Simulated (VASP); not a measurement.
# Rb (P6_3/mmc) in VASP: further runs, part 2 of 2

VASP 6.6.1.

### 3 Single point, revPBE (87.57 Å³/atom)

This run uses another cell than the first one, of 87.57 Å³/atom.

INCAR reads:

```
PREC = Accurate ; ENCUT = 520
EDIFF = 1E-6 ; ISMEAR = -1
SIGMA = 0.1 ; LREAL = F
LASPH = T ; NELM = 60
ALGO = Normal ; ISIF = 2
LWAVE = F ; LCHARG = F
GGA = RE ; NBANDS = 16
```

KPOINTS reads:

```
Automatic mesh
0
Gamma
  8 8 4
```

POSCAR reads:

```
Rb
1.0
    4.9682440897      0.0000000000      0.0000000000
   -2.4841220448      4.3026255938      0.0000000000
    0.0000000000      0.0000000000      8.1932114379
Rb
2
Direct
    0.3333333333      0.6666666667      0.2500000000
    0.6666666667      0.3333333333      0.7500000000
```

Potentials or basis: VASP PAW PBE potentials, release 64 (Rb_sv).

The run is started by

```console
$ cat potpaw_PBE.64/Rb_sv/POTCAR > POTCAR
$ mpirun -np 1 vasp_std > vasp.out
```

OUTCAR:

```text
PREC = Accurate
   ENCUT = 520
   EDIFF = 1E-6
   ISMEAR = -1
   LREAL = F
   LASPH = T
   NELM = 60
   ISIF = 2
   GGA = RE

 ion  position               nearest neighbor table
   1  0.333  0.667  0.250-   2 5.00   2 5.00   2 5.00   2 5.00   2 5.00   2 5.00
   2  0.667  0.333  0.750-   1 5.00   1 5.00   1 5.00   1 5.00   1 5.00   1 5.00

  LATTYP: Found a hexagonal cell.
 ALAT       =     4.9682440897
 C/A-ratio  =     1.6491161243

  Lattice vectors:

 A1 = (   4.9682440897,   0.0000000000,   0.0000000000)
 A2 = (  -2.4841220448,   4.3026255938,   0.0000000000)
 A3 = (   0.0000000000,   0.0000000000,   8.1932114379)

Analysis of symmetry for initial positions (statically):
=====================================================================
 Subroutine PRICEL returns:
 Original cell was already a primitive cell.

 Routine SETGRP: Setting up the symmetry group for a
 hexagonal supercell.

 Subroutine GETGRP returns: Found 24 space group operations
 (whereof 12 operations were pure point group operations)
 out of a pool of 24 trial point group operations.

The static configuration has the point symmetry D_3d.
 The point group associated with its full space group is D_6h.

Analysis of symmetry for dynamics (positions and initial velocities):
=====================================================================
 Subroutine PRICEL returns:
 Original cell was already a primitive cell.

 Routine SETGRP: Setting up the symmetry group for a
 hexagonal supercell.

 Subroutine GETGRP returns: Found 24 space group operations
 (whereof 12 operations were pure point group operations)
 out of a pool of 24 trial point group operations.

The dynamic configuration has the point symmetry D_3d.
 The point group associated with its full space group is D_6h.

 Subroutine INISYM returns: Found 24 space group operations
 (whereof 12 operations are pure point group operations),
 and found     1 'primitive' translations
[... 111 lines left out ...]
   EFERMI_NEDOS =   21; number of points for ismear=-14 and -15
   IALGO  =     38    algorithm
   IMIX   =      4    mixing-type and parameters
     AMIX     =   0.40;   BMIX     =  1.00
     AMIX_MAG =   1.60;   BMIX_MAG =  1.00
  volume/ion in A,a.u.               =      87.57       590.96
  Fermi-wavevector in a.u.,A,eV,Ry     =   0.766835  1.449109  8.000721  0.588036
  Thomas-Fermi vector in A             =   1.867261
   LORBIT       =      0    0 simple, 1 ext, 2 COOP (PROOUT), +10 PAW based schemes
   GGA     = RE    functional components
   LHFCALC =     F    Hartree Fock is set to
   AEXX    =    0.0000 exact exchange contribution
   IVDW    =     0    specifies the selected vdW correction
   LEPSILON=     F    determine dielectric tensor
   LRPA    =     F    only Hartree local field effects (RPA)
 non-spin polarized calculation
  energy-cutoff  :      520.00
  volume of cell :      175.14
 maximum number of plane-waves:      4728
 NGX is ok and might be reduce to    40
   NGX = 19   NGY = 19   NGZ = 31

 number of electron      18.0000000 magnetization

 Free energy of the ion-electron system (eV)
  ---------------------------------------------------
  ext. energy  EPLUGINS =         0.00000000
  ---------------------------------------------------
  free energy    TOTEN  =        -1.67373667 eV

  energy without entropy =       -1.61578049  energy(sigma->0) =       -1.64475858

 E-fermi :   0.1948     XC(G=0):  -5.4413

 val. band max:        0.1668292048   @ k =   0.3750   0.1250   0.2500
 cond. band min:       0.2821132621   @ k =   0.5000  -0.0000   0.0000
 fundamental gap:      0.1152840573
 Fermi energy:         0.1947759337

 k-point     1 :       0.0000    0.0000    0.0000
  band No.  band energies     occupation
      1     -28.7154      2.00000
      2     -28.7111      2.00000
      3     -12.8648      2.00000
      4     -12.7755      2.00000
      5     -12.7755      2.00000
      6     -12.7619      2.00000
[... 433 lines left out ...]
      3     -12.8528      2.00000
      4     -12.8528      2.00000
      5     -12.7902      2.00000
      6     -12.7902      2.00000
[... 8 lines left out ...]
     15       4.1234      0.00000
     16       4.1234      0.00000

 [... further k-points ...]

------------------------ aborting loop because EDIFF is reached ----------------------------------------

  FORCE on cell =-STRESS in cart. coord.  units (eV):
  Direction    XX          YY          ZZ          XY          YZ          ZX
  --------------------------------------------------------------------------------------
  -------------------------------------------------------------------------------------
  Total        0.4519981      0.4519981      0.3830737      0.0000000      0.0000000      0.0000000
  in kB        4.1348191      4.1348191      3.5043076      0.0000000      0.0000000      0.0000000
  external PRESSURE =       3.9246486 kB  Pullay stress =       0.0000000 kB

 VOLUME and BASIS-vectors are now :
 -----------------------------------------------------------------------------
  energy-cutoff  :      520.00
  volume of cell :      175.14
      direct lattice vectors                 reciprocal lattice vectors
     4.968244090  0.000000000  0.000000000     0.201278355  0.116208113  0.000000000
    -2.484122045  4.302625594  0.000000000     0.000000000  0.232416225  0.000000000
     0.000000000  0.000000000  8.193211438     0.000000000  0.000000000  0.122052263

 POSITION                                       TOTAL-FORCE (eV/Angst)
 -----------------------------------------------------------------------------------
     -0.00000      2.86842      2.04830        -0.000000      0.000000      0.000000
      2.48412      1.43421      6.14491         0.000000     -0.000000      0.000000
 -----------------------------------------------------------------------------------
    total drift:                               -0.000000      0.000000     -0.000000

  FREE ENERGIE OF THE ION-ELECTRON SYSTEM (eV)
  ---------------------------------------------------
  free  energy   TOTEN  =        -1.6737366695 eV

  energy  without entropy=       -1.6157804949  energy(sigma->0) =       -1.64475858
```

OSZICAR:

```text
N       E                     dE             d eps       ncg     rms          rms(c)
DAV:   1     0.114117962516E+03    0.11412E+03   -0.68198E+03   960   0.849E+02
DAV:   2     0.980594120302E+01   -0.10431E+03   -0.10077E+03  1272   0.185E+02
DAV:   3    -0.737072104967E+00   -0.10543E+02   -0.10501E+02  1360   0.570E+01
DAV:   4    -0.165649212644E+01   -0.91942E+00   -0.91918E+00  1656   0.118E+01
DAV:   5    -0.166285699529E+01   -0.63649E-02   -0.63647E-02  1312   0.120E+00    0.204E+00
DAV:   6    -0.166825387618E+01   -0.53969E-02   -0.67770E-03  1336   0.414E-01    0.123E+00
DAV:   7    -0.167326683512E+01   -0.50130E-02   -0.69346E-03  1080   0.473E-01    0.665E-02
DAV:   8    -0.167363962210E+01   -0.37279E-03   -0.28896E-04  1576   0.100E-01    0.314E-02
DAV:   9    -0.167373699762E+01   -0.97376E-04   -0.11642E-04  1152   0.718E-02    0.828E-03
DAV:  10    -0.167373636404E+01    0.63358E-06   -0.12043E-05  1352   0.199E-02    0.285E-03
DAV:  11    -0.167373666950E+01   -0.30546E-06   -0.34484E-07   936   0.320E-03
   1 F= -.16737367E+01 E0= -.16447586E+01  d E =-.579562E-01
```

Run time: 37 s. Hardware: 1 thread of Intel Xeon 6975P-C (Granite Rapids), shared host; peak memory 0.32 GiB.

What came out:

| Quantity | Value |
| --- | --- |
| Free energy | -1.6737 eV |
| Pressure | 0.4 GPa |
| Band gap on the k mesh | zero (bands 9 and 10 overlap by 2.19 eV) |

Caveat: the PAW data sets were made with another functional, which shifts forces and pressure a little.

### 4 Single point, revPBE (91.55 Å³/atom)

This run uses another cell than the first one, of 91.55 Å³/atom.

INCAR reads:

```
SYSTEM = Rb
  PREC = Accurate
  ENCUT = 520
  EDIFF = 1E-6
  ISMEAR = -1
  SIGMA = 0.1
  LREAL = .FALSE.
  LASPH = .TRUE.
  NELM = 100
  ALGO = Normal
  ISIF = 2
  LWAVE = .FALSE.
  LCHARG = .FALSE.
  GGA = RE
  NBANDS = 16
```

KPOINTS reads:

```
regular mesh
0
G
  8 8 4
  0 0 0
```

POSCAR reads:

```
Rb
1.0
    5.0424079205      0.0000000000      0.0000000000
   -2.5212039602      4.3668533554      0.0000000000
    0.0000000000      0.0000000000      8.3155162072
Rb
2
Direct
    0.3333333333      0.6666666667      0.2500000000
    0.6666666667      0.3333333333      0.7500000000
```

The run is started by

```console
$ cat potpaw_PBE.64/Rb_sv/POTCAR > POTCAR
$ mpirun -np 1 vasp_std > vasp.out
```

Run time: 37 s. Hardware: 1 thread of Intel Xeon 6975P-C (Granite Rapids), shared host; peak memory 0.32 GiB.

Results (log left out):

- Free energy: -1.6894 eV
- Pressure: 0.2 GPa
- Band gap on the k mesh: zero (bands 9 and 10 overlap by 2.15 eV)

Levels at points of the mesh, in eV from the Fermi level:
| k point | band 6 | band 7 | band 8 | band 9 | band 10 | band 11 | band 12 | band 13 |
| --- | --- | --- | --- | --- | --- | --- | --- | --- |
| (0.00, 0.00, 0.00) | -12.98 | -12.98 | -12.98 | -1.94 | 0.15 | 0.61 | 3.53 | 3.53 |
| (0.50, 0.00, 0.00) | -13.02 | -13.00 | -13.00 | 0.09 | 0.32 | 1.30 | 1.58 | 2.05 |
| (0.00, 0.00, 0.50) | -12.99 | -12.99 | -12.99 | -1.28 | -1.28 | 2.30 | 2.30 | 3.57 |
| (0.50, 0.00, 0.50) | -13.01 | -13.01 | -13.01 | 0.44 | 0.44 | 0.90 | 0.90 | 2.54 |

Caveat: the PAW data sets were made with another functional, which shifts forces and pressure a little.

### 5 Single point, revPBE (95.53 Å³/atom)

This run uses another cell than the first one, of 95.53 Å³/atom.

INCAR reads:

```
  ALGO = Normal
  EDIFF = 1E-6
  ENCUT = 520
  GGA = RE
  ISIF = 2
  ISMEAR = -1
  LASPH = T
  LCHARG = T
  LELF = T
  LREAL = F
  LVHAR = T
  LWAVE = F
  NBANDS = 16
  NELM = 80
  PREC = Accurate
  SIGMA = 0.1
```

KPOINTS reads:

```
k-points
0
Gamma
  8 8 4
```

POSCAR reads:

```
Rb
1.0
    5.1144520529      0.0000000000      0.0000000000
   -2.5572260265      4.4292454043      0.0000000000
    0.0000000000      0.0000000000      8.4343253476
Rb
2
Direct
    0.3333333333      0.6666666667      0.2500000000
    0.6666666667      0.3333333333      0.7500000000
```

Potentials or basis: VASP PAW PBE potentials, release 64 (Rb_sv).

The run is started by

```console
$ cat potpaw_PBE.64/Rb_sv/POTCAR > POTCAR
$ mpirun -np 1 vasp_std > vasp.out
```

OUTCAR:

```text
EDIFF = 1E-6
   ENCUT = 520
   GGA = RE
   ISIF = 2
   ISMEAR = -1
   LASPH = T
   LREAL = F
   NELM = 80
   PREC = Accurate

 ion  position               nearest neighbor table
   1  0.333  0.667  0.250-   2 5.15   2 5.15   2 5.15   2 5.15   2 5.15   2 5.15
   2  0.667  0.333  0.750-   1 5.15   1 5.15   1 5.15   1 5.15   1 5.15   1 5.15

  LATTYP: Found a hexagonal cell.
 ALAT       =     5.1144520529
 C/A-ratio  =     1.6491161243

  Lattice vectors:

 A1 = (   5.1144520529,   0.0000000000,   0.0000000000)
 A2 = (  -2.5572260265,   4.4292454043,   0.0000000000)
 A3 = (   0.0000000000,   0.0000000000,   8.4343253476)

Analysis of symmetry for initial positions (statically):
=====================================================================
 Subroutine PRICEL returns:
 Original cell was already a primitive cell.

 Routine SETGRP: Setting up the symmetry group for a
 hexagonal supercell.

 Subroutine GETGRP returns: Found 24 space group operations
 (whereof 12 operations were pure point group operations)
 out of a pool of 24 trial point group operations.

The static configuration has the point symmetry D_3d.
 The point group associated with its full space group is D_6h.

Analysis of symmetry for dynamics (positions and initial velocities):
=====================================================================
 Subroutine PRICEL returns:
 Original cell was already a primitive cell.

 Routine SETGRP: Setting up the symmetry group for a
 hexagonal supercell.

 Subroutine GETGRP returns: Found 24 space group operations
 (whereof 12 operations were pure point group operations)
 out of a pool of 24 trial point group operations.

The dynamic configuration has the point symmetry D_3d.
 The point group associated with its full space group is D_6h.
[... 113 lines left out ...]
   EFERMI =   0.00;   METHOD = LEGACY
   ISMEAR =    -1;   SIGMA  =   0.10  broadening in eV -4-tet -1-fermi 0-gaus
   EFERMI_NEDOS =   21; number of points for ismear=-14 and -15
   IALGO  =     38    algorithm
   IMIX   =      4    mixing-type and parameters
     AMIX     =   0.40;   BMIX     =  1.00
     AMIX_MAG =   1.60;   BMIX_MAG =  1.00
  volume/ion in A,a.u.               =      95.53       644.68
  Fermi-wavevector in a.u.,A,eV,Ry     =   0.744914  1.407683  7.549823  0.554896
  Thomas-Fermi vector in A             =   1.840377
   LORBIT       =      0    0 simple, 1 ext, 2 COOP (PROOUT), +10 PAW based schemes
   GGA     = RE    functional components
   LHFCALC =     F    Hartree Fock is set to
   AEXX    =    0.0000 exact exchange contribution
   IVDW    =     0    specifies the selected vdW correction
   LEPSILON=     F    determine dielectric tensor
   LRPA    =     F    only Hartree local field effects (RPA)
 non-spin polarized calculation
  energy-cutoff  :      520.00
  volume of cell :      191.06
 maximum number of plane-waves:      5215
 NGX is ok and might be reduce to    40
   NGX = 19   NGY = 19   NGZ = 31

 number of electron      18.0000000 magnetization

 Free energy of the ion-electron system (eV)
  ---------------------------------------------------
  ext. energy  EPLUGINS =         0.00000000
  ---------------------------------------------------
  free energy    TOTEN  =        -1.69809551 eV

  energy without entropy =       -1.63861888  energy(sigma->0) =       -1.66835720

 E-fermi :  -0.0023     XC(G=0):  -5.2364

 val. band max:       -0.0304177601   @ k =   0.3750   0.1250   0.2500
 cond. band min:       0.0829366437   @ k =   0.5000  -0.0000   0.0000
 fundamental gap:      0.1133544039
 Fermi energy:        -0.0023246569

 k-point     1 :       0.0000    0.0000    0.0000
  band No.  band energies     occupation
      1     -28.9573      2.00000
      2     -28.9546      2.00000
      3     -13.0870      2.00000
      4     -13.0221      2.00000
      5     -13.0221      2.00000
      6     -13.0119      2.00000
[... 433 lines left out ...]
      3     -13.0786      2.00000
      4     -13.0786      2.00000
      5     -13.0327      2.00000
      6     -13.0327      2.00000
[... 8 lines left out ...]
     15       3.7942      0.00000
     16       3.7942      0.00000

 [... further k-points ...]

------------------------ aborting loop because EDIFF is reached ----------------------------------------

  FORCE on cell =-STRESS in cart. coord.  units (eV):
  Direction    XX          YY          ZZ          XY          YZ          ZX
  --------------------------------------------------------------------------------------
  -------------------------------------------------------------------------------------
  Total        0.1609404      0.1609404      0.0951781     -0.0000000      0.0000000      0.0000000
  in kB        1.3495729      1.3495729      0.7981201     -0.0000000      0.0000000      0.0000000
  external PRESSURE =       1.1657553 kB  Pullay stress =       0.0000000 kB

 VOLUME and BASIS-vectors are now :
 -----------------------------------------------------------------------------
  energy-cutoff  :      520.00
  volume of cell :      191.06
      direct lattice vectors                 reciprocal lattice vectors
     5.114452053  0.000000000  0.000000000     0.195524367  0.112886046  0.000000000
    -2.557226026  4.429245404  0.000000000     0.000000000  0.225772092  0.000000000
     0.000000000  0.000000000  8.434325348     0.000000000  0.000000000  0.118563129

 POSITION                                       TOTAL-FORCE (eV/Angst)
 -----------------------------------------------------------------------------------
     -0.00000      2.95283      2.10858         0.000000      0.000000      0.000000
      2.55723      1.47642      6.32574        -0.000000      0.000000      0.000000
 -----------------------------------------------------------------------------------
    total drift:                                0.000000     -0.000000      0.000000

  FREE ENERGIE OF THE ION-ELECTRON SYSTEM (eV)
  ---------------------------------------------------
  free  energy   TOTEN  =        -1.6980955124 eV

  energy  without entropy=       -1.6386188848  energy(sigma->0) =       -1.66835720
```

OSZICAR:

```text
N       E                     dE             d eps       ncg     rms          rms(c)
DAV:   1     0.117794116772E+03    0.11779E+03   -0.68726E+03   960   0.854E+02
DAV:   2     0.107727585186E+02   -0.10702E+03   -0.10402E+03  1296   0.181E+02
DAV:   3    -0.489332090814E+00   -0.11262E+02   -0.11207E+02  1304   0.583E+01
DAV:   4    -0.167909168966E+01   -0.11898E+01   -0.11891E+01  1664   0.127E+01
DAV:   5    -0.168567851513E+01   -0.65868E-02   -0.65867E-02  1360   0.117E+00    0.184E+00
DAV:   6    -0.169189455224E+01   -0.62160E-02   -0.46889E-03  1360   0.382E-01    0.110E+00
DAV:   7    -0.169755776410E+01   -0.56632E-02   -0.70877E-03  1144   0.479E-01    0.617E-02
DAV:   8    -0.169803982320E+01   -0.48206E-03   -0.40694E-04  1520   0.123E-01    0.221E-02
DAV:   9    -0.169809575083E+01   -0.55928E-04   -0.61919E-05  1224   0.501E-02    0.743E-03
DAV:  10    -0.169809551238E+01    0.23846E-06   -0.73723E-06  1312   0.147E-02
   1 F= -.16980955E+01 E0= -.16683572E+01  d E =-.594766E-01
```

stdout:

```text
POSCAR found type information on POSCAR Rb
 POSCAR found :  1 types and       2 ions
 scaLAPACK will be used
 -----------------------------------------------------------------------------
|                                                                             |
|                                                                             |
|     You enforced a specific xc type in the INCAR file but a different       |
|     I HOPE YOU KNOW WHAT YOU ARE DOING!                                     |
|                                                                             |
 -----------------------------------------------------------------------------

 LDA part: xc-table for (Slater+PW92), standard interpolation
 POSCAR, INCAR and KPOINTS ok, starting setup
 FFT: planning ... GRIDC
 FFT: planning ... GRID_SOFT
 FFT: planning ... GRID
 WAVECAR not read
 entering main loop
```

Wall time 40 s (1 thread of Intel Xeon 6975P-C (Granite Rapids), shared host); peak memory 0.32 GiB.

What came out:

- Free energy: -1.6981 eV
- Pressure: 0.1 GPa
- Band gap on the k mesh: zero (bands 9 and 10 overlap by 2.12 eV)

Caveat: the PAW data sets were made with another functional, which shifts forces and pressure a little.

### 6 Summary

```csv
cell,k mesh,gap on the mesh (eV),pressure (GPa)
"a = 5.185, b = 5.185, c = 8.550 Å, angles 90.0, 90.0, 120.0°, 2 atoms",7 × 7 × 4,none,0.0
"a = 4.968, b = 4.968, c = 8.193 Å, angles 90.0, 90.0, 120.0°, 2 atoms",8 × 8 × 4,none,0.4
"a = 5.042, b = 5.042, c = 8.316 Å, angles 90.0, 90.0, 120.0°, 2 atoms",8 × 8 × 4,none,0.2
"a = 5.114, b = 5.114, c = 8.434 Å, angles 90.0, 90.0, 120.0°, 2 atoms",8 × 8 × 4,none,0.1
```

Alike in all rows: task single point; level revPBE; potentials or basis VASP PAW PBE potentials, release 64 (Rb_sv); no spin polarisation; cutoff (eV) 520; smearing fermi-dirac 0.1 eV.

Caveats: the PAW data sets were made with another functional, which shifts forces and pressure a little.

Total energies depend on the potentials used, so only differences within one code and one set of settings carry meaning.
